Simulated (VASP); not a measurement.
# AlN (P1) in VASP: single point with PBE

Aim: the single point of AlN with PBE.

Program: VASP 6.6.1. These are calculated values, not measurements. Logs are shortened: lines on timing, memory, paths and dates and some standing lists are left out, and cuts for length are marked.

## 1. The cell of the first run

The typed cell holds 8 atoms: a = 4.368 Å, b = 4.368 Å, c = 4.368 Å, α = 90.00°, β = 90.00°, γ = 90.00°.

## 2. Single point, PBE (atoms moved at random)

The input, INCAR:

```
ALGO = Normal ; EDIFF = 1E-6
ENCUT = 520 ; GGA = PE
ISIF = 2 ; ISMEAR = 0
LASPH = T ; LCHARG = T
LELF = T ; LREAL = F
LVHAR = T ; LWAVE = F
NBANDS = 26 ; NELM = 60
PREC = Accurate ; SIGMA = 0.05
```

The input, KPOINTS:

```
k-points
0
Gamma
  6 6 6
```

The input, POSCAR:

```
AlN
1.0
    4.3679871192      0.0000000000      0.0000000000
    0.0000000000     -4.3679871192      0.0000000000
    0.0000000000      0.0000000000     -4.3679871192
Al N
4 4
Direct
    0.0177993376      0.5423540232      0.4893330167
    0.4901546642     -0.0020675975      0.4952503777
    0.4849532406      0.5145293256      0.0089534727
   -0.0280664115     -0.0152862738     -0.0083757208
    0.7429031392      0.7326145851      0.7484817280
    0.2436876798      0.2210344659      0.7672115436
    0.2726226452      0.7516822695      0.2536391066
    0.7759457048      0.2551392021      0.2455064756
```

Potentials or basis: VASP PAW PBE potentials, release 64 (Al, N).

Command:

```bash
cat potpaw_PBE.64/Al/POTCAR potpaw_PBE.64/N/POTCAR > POTCAR
mpirun -np 1 vasp_std > vasp.out
```

OUTCAR:

```text
EDIFF = 1E-6
   ENCUT = 520
   GGA = PE
   ISIF = 2
   ISMEAR = 0
   LASPH = T
   LREAL = F
   NELM = 60
   PREC = Accurate

 ion  position               nearest neighbor table
   1  0.018  0.542  0.489-   7 1.77   5 1.85   8 1.96   6 2.10   2 2.87   4 2.92   3 2.93   4 2.93
                             2 3.05   3 3.05   3 3.14   2 3.15   3 3.25   4 3.27   4 3.28   2 3.31
   2  0.490  0.998  0.495-   7 1.78   6 1.88   5 1.95   8 2.00   1 2.87   3 3.00   4 3.02   4 3.04
                             1 3.05   3 3.08   3 3.10   4 3.13   1 3.15   4 3.16   3 3.18   1 3.31
   3  0.485  0.515  0.009-   7 1.75   5 1.86   6 1.97   8 1.99   1 2.93   4 2.96   2 3.00   4 3.04
                             1 3.05   2 3.08   2 3.10   1 3.14   4 3.14   2 3.18   4 3.22   1 3.25
   4  0.972  0.985  0.992-   5 1.83   8 1.83   6 1.85   7 2.02   1 2.92   1 2.93   3 2.96   2 3.02
                             3 3.04   2 3.04   2 3.13   3 3.14   2 3.16   3 3.22   1 3.27   1 3.28
   5  0.743  0.733  0.748-   4 1.83   1 1.85   3 1.86   2 1.95
   6  0.244  0.221  0.767-   4 1.85   2 1.88   3 1.97   1 2.10
   7  0.273  0.752  0.254-   3 1.75   1 1.77   2 1.78   4 2.02
   8  0.776  0.255  0.246-   4 1.83   1 1.96   3 1.99   2 2.00

  LATTYP: Found a simple cubic cell.
 ALAT       =     4.3679871192

  Lattice vectors:

 A1 = (   4.3679871192,   0.0000000000,   0.0000000000)
 A2 = (   0.0000000000,  -4.3679871192,   0.0000000000)
 A3 = (   0.0000000000,   0.0000000000,  -4.3679871192)

Analysis of symmetry for initial positions (statically):
=====================================================================
 Subroutine PRICEL returns:
 Original cell was already a primitive cell.

 Routine SETGRP: Setting up the symmetry group for a
 simple cubic supercell.

 Subroutine GETGRP returns: Found  1 space group operations
 (whereof  1 operations were pure point group operations)
 out of a pool of 48 trial point group operations.

The static configuration has the point symmetry C_1 .

Analysis of symmetry for dynamics (positions and initial velocities):
=====================================================================
 Subroutine PRICEL returns:
 Original cell was already a primitive cell.

 Routine SETGRP: Setting up the symmetry group for a
 simple cubic supercell.

 Subroutine GETGRP returns: Found  1 space group operations
 (whereof  1 operations were pure point group operations)
 out of a pool of 48 trial point group operations.

The dynamic configuration has the point symmetry C_1 .

 Subroutine INISYM returns: Found  1 space group operations
 (whereof  1 operations are pure point group operations),
 and found     1 'primitive' translations

----------------------------------------------------------------------------------------

                                     Primitive cell

  volume of cell :      83.3382

  direct lattice vectors                    reciprocal lattice vectors
     4.367987119  0.000000000  0.000000000     0.228938404  0.000000000  0.000000000
     0.000000000 -4.367987119  0.000000000     0.000000000 -0.228938404  0.000000000
     0.000000000  0.000000000 -4.367987119     0.000000000  0.000000000 -0.228938404

  length of vectors
     4.367987119  4.367987119  4.367987119     0.228938404  0.228938404  0.228938404

  position of ions in fractional coordinates (direct lattice)
     0.017799338  0.542354023  0.489333017
     0.490154664  0.997932402  0.495250378
     0.484953241  0.514529326  0.008953473
     0.971933589  0.984713726  0.991624279
     0.742903139  0.732614585  0.748481728
     0.243687680  0.221034466  0.767211544
     0.272622645  0.751682270  0.253639107
     0.775945705  0.255139202  0.245506476

  ion indices of the primitive-cell ions
   primitive index   ion index
                 1           1
                 2           2
                 3           3
                 4           4
                 5           5
                 6           6
                 7           7
                 8           8

----------------------------------------------------------------------------------------

 KPOINTS: k-points

Automatic generation of k-mesh.
 Grid dimensions read from file:
 generate k-points for:    6    6    6

 Generating k-lattice:

  Cartesian coordinates                     Fractional coordinates (reciprocal lattice)
     0.038156401  0.000000000  0.000000000     0.166666667  0.000000000  0.000000000
     0.000000000 -0.038156401  0.000000000     0.000000000  0.166666667  0.000000000
     0.000000000  0.000000000 -0.038156401     0.000000000  0.000000000  0.166666667

  Length of vectors
     0.038156401  0.038156401  0.038156401

  Shift w.r.t. Gamma in fractional coordinates (k-lattice)
     0.000000000  0.000000000  0.000000000

 Subroutine IBZKPT returns following result:
 ===========================================

 Found    112 irreducible k-points:

 Following reciprocal coordinates:
            Coordinates               Weight
  0.000000  0.000000  0.000000      1.000000
  0.166667  0.000000  0.000000      2.000000
  0.000000  0.166667  0.000000      2.000000
  0.000000  0.000000  0.166667      2.000000
  0.333333  0.000000  0.000000      2.000000
  0.000000  0.333333  0.000000      2.000000
[... 16 lines left out ...]
  0.000000 -0.333333  0.166667      2.000000
 -0.166667  0.000000  0.333333      2.000000
 [... further k-points ...]
   k-points           NKPTS =    112   k-points in BZ     NKDIM =    112   number of bands    NBANDS=     26
   number of dos      NEDOS =    301   number of ions     NIONS =      8
   total plane-waves  NPLWV =  32768
   dimension x,y,z NGX =    32 NGY =   32 NGZ =   32
   dimension x,y,z NGXF=    64 NGYF=   64 NGZF=   64
   ions per type =               4   4
   NGX,Y,Z   is equivalent  to a cutoff of  12.18, 12.18, 12.18 a.u.
   NGXF,Y,Z  is equivalent  to a cutoff of  24.36, 24.36, 24.36 a.u.
 SYSTEM =  unknown system
   PREC   = accura    normal or accurate (medium, high low for compatibility)
   ISTART =      0    job   : 0-new  1-cont  2-samecut
   ICHARG =      2    charge: 1-file 2-atom 10-const
   ISPIN  =      1    spin polarized calculation?
   LNONCOLLINEAR =      F non collinear calculations
   LSORBIT =      F    spin-orbit coupling
   LASPH  =      T    aspherical Exc in radial PAW
   ENCUT  =  520.0 eV  38.22 Ry    6.18 a.u.   8.12  8.12  8.12*2*pi/ulx,y,z
   NELM   =     60;   NELMIN=  2; NELMDL= -5     # of ELM steps
   EDIFF  = 0.1E-05   stopping-criterion for ELM
   LREAL  =      F    real-space projection
   EDIFFG = 0.1E-04   stopping-criterion for IOM
   NSW    =      0    number of steps for IOM
   IBRION =     -1    ionic relax: 0-MD 1-quasi-New 2-CG
   NFREE  =      0    steps in history (QN), initial steepest desc. (CG)
   ISIF   =      2    stress and relaxation
   ISYM   =      2    0-nonsym 1-usesym 2-fastsym
   POTIM  = 0.5000    time-step for ionic-motion
   TEBEG  =    0.0;   TEEND  =   0.0 temperature during run
   PSTRESS=    0.0 pullay stress
   NELECT =      32.0000    total number of electrons
   NUPDOWN=      -1.0000    fix difference up-down
   EMIN   =  10.00;   EMAX   =-10.00  energy-range for DOS
   EFERMI =   0.00;   METHOD = LEGACY
   ISMEAR =     0;   SIGMA  =   0.05  broadening in eV -4-tet -1-fermi 0-gaus
   EFERMI_NEDOS =   21; number of points for ismear=-14 and -15
   IALGO  =     38    algorithm
   IMIX   =      4    mixing-type and parameters
     AMIX     =   0.40;   BMIX     =  1.00
     AMIX_MAG =   1.60;   BMIX_MAG =  1.00
  volume/ion in A,a.u.               =      10.42        70.30
  Fermi-wavevector in a.u.,A,eV,Ry     =   1.189899  2.248583 19.263943  1.415860
  Thomas-Fermi vector in A             =   2.325996
   LORBIT       =      0    0 simple, 1 ext, 2 COOP (PROOUT), +10 PAW based schemes
   GGA     = PE    functional components
   LHFCALC =     F    Hartree Fock is set to
   AEXX    =    0.0000 exact exchange contribution
   IVDW    =     0    specifies the selected vdW correction
   LEPSILON=     F    determine dielectric tensor
   LRPA    =     F    only Hartree local field effects (RPA)
 non-spin polarized calculation
 Gauss-broadening in eV      SIGMA  =   0.05
  energy-cutoff  :      520.00
  volume of cell :       83.34
 maximum number of plane-waves:      2272
   NGX = 17   NGY = 17   NGZ = 17

 number of electron      32.0000001 magnetization

 Free energy of the ion-electron system (eV)
  ---------------------------------------------------
  ext. energy  EPLUGINS =         0.00000000
  ---------------------------------------------------
  free energy    TOTEN  =       -58.05791885 eV

  energy without entropy =      -58.05791885  energy(sigma->0) =      -58.05791885

 E-fermi :   6.7972     XC(G=0): -10.9388

 val. band max:        6.5053221224   @ k =   0.0000   0.0000   0.0000
 cond. band min:       8.5084264367   @ k =   0.0000   0.0000   0.0000
 fundamental gap:      2.0031043143
 Fermi energy:         6.7972420583

 k-point     1 :       0.0000    0.0000    0.0000
  band No.  band energies     occupation
      1      -9.1850      2.00000
      2      -6.9443      2.00000
      3      -6.1936      2.00000
      4      -5.7527      2.00000
      5       0.8625      2.00000
      6       0.9491      2.00000
[... 18 lines left out ...]
     25      18.3517      0.00000
     26      18.5114      0.00000

 k-point     2 :       0.1667    0.0000    0.0000
  band No.  band energies     occupation
      1      -9.0570      2.00000
      2      -7.0669      2.00000
      3      -6.1845      2.00000
      4      -5.8559      2.00000
      5       1.0167      2.00000
      6       1.1398      2.00000
[... 18 lines left out ...]
     25      18.4255      0.00000
     26      18.5602      0.00000

 k-point     3 :       0.0000    0.1667    0.0000
  band No.  band energies     occupation
      1      -9.0694      2.00000
      2      -6.9419      2.00000
      3      -6.4178      2.00000
      4      -5.7315      2.00000
      5       0.9914      2.00000
      6       1.0568      2.00000
[... 18 lines left out ...]
     25      18.4899      0.00000
     26      18.6171      0.00000

 k-point     4 :       0.0000    0.0000    0.1667
  band No.  band energies     occupation
      1      -9.0568      2.00000
      2      -7.0662      2.00000
      3      -6.1853      2.00000
      4      -5.8571      2.00000
      5       1.0421      2.00000
      6       1.1243      2.00000
[... 18 lines left out ...]
     25      18.1595      0.00000
     26      18.7771      0.00000

 k-point     5 :       0.3333    0.0000    0.0000
  band No.  band energies     occupation
      1      -8.6980      2.00000
      2      -7.4677      2.00000
      3      -6.1735      2.00000
      4      -5.9837      2.00000
      5       1.4250      2.00000
      6       1.5954      2.00000
[... 18 lines left out ...]
     25      17.6057      0.00000
     26      18.1669      0.00000

 k-point     6 :       0.0000    0.3333    0.0000
  band No.  band energies     occupation
      1      -8.7695      2.00000
      2      -7.0476      2.00000
      3      -6.8031      2.00000
      4      -5.6929      2.00000
      5       1.3282      2.00000
      6       1.4120      2.00000
[... 427 lines left out ...]
 k-point    21 :      -0.3333    0.0000    0.1667
  band No.  band energies     occupation
      1      -8.5880      2.00000
      2      -7.4452      2.00000
      3      -6.2428      2.00000
      4      -6.0837      2.00000
      5       1.3014      2.00000
      6       1.7194      2.00000
[... 18 lines left out ...]
     25      17.2569      0.00000
     26      17.7026      0.00000

 k-point    22 :       0.0000    0.1667    0.3333
  band No.  band energies     occupation
      1      -8.5974      2.00000
      2      -7.4228      2.00000
      3      -6.3291      2.00000
      4      -6.0054      2.00000
      5       1.4597      2.00000
      6       1.5980      2.00000
[... 18 lines left out ...]
     25      17.4575      0.00000
     26      17.5876      0.00000

 k-point    23 :       0.0000   -0.3333    0.1667
  band No.  band energies     occupation
      1      -8.6610      2.00000
      2      -7.0529      2.00000
      3      -6.8260      2.00000
      4      -5.8045      2.00000
      5       1.2183      2.00000
      6       1.5064      2.00000
[... 18 lines left out ...]
     25      17.5605      0.00000
     26      17.7561      0.00000

 k-point    24 :      -0.1667    0.0000    0.3333
  band No.  band energies     occupation
      1      -8.5872      2.00000
      2      -7.4449      2.00000
      3      -6.2454      2.00000
      4      -6.0842      2.00000
      5       1.3141      2.00000
      6       1.6840      2.00000
[... 18 lines left out ...]
     25      17.3282      0.00000
     26      17.7881      0.00000

 [... further k-points ...]
[... 5 lines left out ...]
  --------------------------------------------------------------------------------------
  -------------------------------------------------------------------------------------
  Total        4.1464050      2.8522641      5.4198839     -0.6257564      2.5172715      2.8632649
  in kB       79.7146711     54.8348017    104.1973131    -12.0301721     48.3945660     55.0462909
  external PRESSURE =      79.5822620 kB  Pullay stress =       0.0000000 kB

 VOLUME and BASIS-vectors are now :
 -----------------------------------------------------------------------------
  energy-cutoff  :      520.00
  volume of cell :       83.34
      direct lattice vectors                 reciprocal lattice vectors
     4.367987119  0.000000000  0.000000000     0.228938404  0.000000000  0.000000000
     0.000000000 -4.367987119  0.000000000     0.000000000 -0.228938404  0.000000000
     0.000000000  0.000000000 -4.367987119     0.000000000  0.000000000 -0.228938404

 POSITION                                       TOTAL-FORCE (eV/Angst)
 -----------------------------------------------------------------------------------
      0.07775     -2.36900     -2.13740        -1.390162      4.237962     -1.356929
      2.14099     -4.35896     -2.16325         1.852033     -2.027645     -1.001220
      2.11827     -2.24746     -0.03911         1.666130      3.488633      1.405858
      4.24539     -4.30122     -4.33140         1.460580     -1.334182     -0.447240
      3.24499     -3.20005     -3.26936        -0.341663     -0.798379      0.476633
      1.06442     -0.96548     -3.35117         0.450442     -2.048175      1.038043
      1.19081     -3.28334     -1.10789        -1.905980     -1.101212      0.778397
      3.38932     -1.11444     -1.07237        -1.791381     -0.417002     -0.893543
 -----------------------------------------------------------------------------------
    total drift:                                0.000034      0.000428     -0.000449

  FREE ENERGIE OF THE ION-ELECTRON SYSTEM (eV)
  ---------------------------------------------------
  free  energy   TOTEN  =       -58.0579188531 eV

  energy  without entropy=      -58.0579188531  energy(sigma->0) =      -58.05791885
```

It took 93 s on 1 thread of Intel Xeon Platinum 8488C (Sapphire Rapids), shared host; peak memory 0.3 GiB.

What came out:

| Quantity | Value |
| --- | --- |
| Free energy | -58.0579 eV |
| Pressure | 8.0 GPa |
| Largest force | 4.662 eV/Å |
| Band gap on the k mesh | 2.00 eV, direct |

Forces in eV/Å, atoms in the order of the input:
```
Al  -1.390  4.238 -1.357
Al   1.852 -2.028 -1.001
Al   1.666  3.489  1.406
Al   1.461 -1.334 -0.447
N   -0.342 -0.798  0.477
N    0.450 -2.048  1.038
N   -1.906 -1.101  0.778
N   -1.791 -0.417 -0.894
```

Caveat: the cell differs from its parent crystal (atoms moved at random); forces of over 1 eV/Å act on the atoms, so gaps and moduli don't describe the material at rest. A k mesh can miss the band edges.
